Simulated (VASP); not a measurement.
A run of VASP 6.6.1 is set up as follows.

The input INCAR:

```
ALGO = Normal
EDIFF = 1E-7
ENCUT = 520
GGA = PE
ISIF = 2
ISMEAR = -1
LASPH = True
LCHARG = False
LREAL = False
LWAVE = False
NBANDS = 16
NELM = 60
PREC = Accurate
SIGMA = 0.02
```

The input KPOINTS:

```
k-points
0
Gamma
  12 12 6
```

POSCAR

```
SiC
1.0
    3.1373345300      0.0000000000      0.0000000000
   -1.5686672650      2.7170114032      0.0000000000
    0.0000000000      0.0000000000      4.9327234312
Si C
2 2
Direct
    0.3333333333      0.6666666667      0.2500000000
    0.6666666667      0.3333333333      0.7500000000
    0.6666666667      0.3333333333      0.2500000000
    0.3333333333      0.6666666667      0.7500000000
```

Potentials or basis: VASP PAW PBE potentials, release 64 (Si, C).

Launch:

```bash
$ cat potpaw_PBE.64/Si/POTCAR potpaw_PBE.64/C/POTCAR > POTCAR
$ mpirun -np 1 vasp_std > vasp.out
```

Problem. What does it give for the band gap on the k mesh?

Solution. Zero (band 8 reaches 10.30 eV, above the bottom of band 9 at 10.17 eV).

Problem. What does it give for the pressure?

Solution. 3.7 GPa.

Stress tensor (GPa, compression positive):
```
5.12 0.00 0.00
0.00 5.12 0.00
0.00 0.00 0.99
```
